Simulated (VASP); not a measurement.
Wanted: the native input for a VASP 6.6.1 run.

```
Task                   : relaxation of cell and atoms
Functional             : PBE
Potentials or basis    : VASP PAW PBE potentials, release 64 (Ca_sv, F)
Cutoff                 : 600 eV
k mesh                 : 12 × 12 × 8
Occupations            : gaussian, width 0.1 eV
Spin                   : no spin polarisation
Dipole correction      : no
Further INCAR settings : ALGO = Normal; EDIFF = 1e-06; IBRION = 2; EDIFFG = -0.01; NSW = 100; ISIF = 3
```

The structure of CaF lies in POSCAR:

```
CaF
1.0
    3.8514676730      0.0000000000      0.0000000000
   -1.9257338365      3.3354688467      0.0000000000
    0.0000000000      0.0000000000      6.4657756535
Ca F
2 2
Direct
    0.6666666667      0.3333333333      0.2477290168
    0.3333333333      0.6666666667      0.7522709832
    0.6666666667      0.3333333333      0.6259721158
    0.3333333333      0.6666666667      0.3740278842
```

The input as run:

INCAR

```
SYSTEM = CaF
PREC     = Accurate       ! precision mode
ENCUT    = 600            ! plane-wave cutoff, eV
EDIFF    = 1E-6           ! SCF threshold, eV
ISMEAR   = 0              ! smearing method
SIGMA    = 0.1            ! smearing width, eV
LREAL    = .FALSE.        ! projectors in reciprocal space
LASPH    = .TRUE.         ! aspherical terms in the spheres
NELM     = 100            ! most SCF steps
ALGO     = Normal         ! electronic algorithm
ISIF     = 3              ! what is computed and relaxed
LWAVE    = .FALSE.        ! write WAVECAR
LCHARG   = .FALSE.        ! write CHGCAR
GGA      = PE             ! functional
IBRION   = 2              ! ionic algorithm
NSW      = 100            ! ionic steps
EDIFFG   = -0.01          ! ionic threshold
```

KPOINTS

```
regular mesh
0
G
  12 12 8
  0 0 0
```

Potentials or basis: VASP PAW PBE potentials, release 64 (Ca_sv, F).

Run with:

```console
$ cat potpaw_PBE.64/Ca_sv/POTCAR potpaw_PBE.64/F/POTCAR > POTCAR
$ mpirun -np 1 vasp_std > vasp.out
```

It gave:

```json
{
  "Relaxed volume": "20.75 Å³/atom",
  "Relaxed cell": "a = 3.852 Å, b = 3.852 Å, c = 6.459 Å, α = 90.00°, β = 90.00°, γ = 120.00°",
  "Space group after relaxing (to 0.05 Å)": "P-3m1 (No. 164)",
  "Energy gained by relaxing": "0.1 meV/atom",
  "Ionic steps": "4",
  "Pressure after relaxing": "0.0 GPa",
  "Largest force after relaxing": "0.006 eV/Å",
  "Band gap on the k mesh": "zero (band 17 reaches 3.70 eV, above the bottom of band 18 at 3.56 eV)"
}
```

Run time: 9.4 min on 1 thread of Intel(R) Xeon(R) Platinum 8375C CPU @ 2.90GHz (Ice Lake) (shared host), peak memory 0.42 GiB.
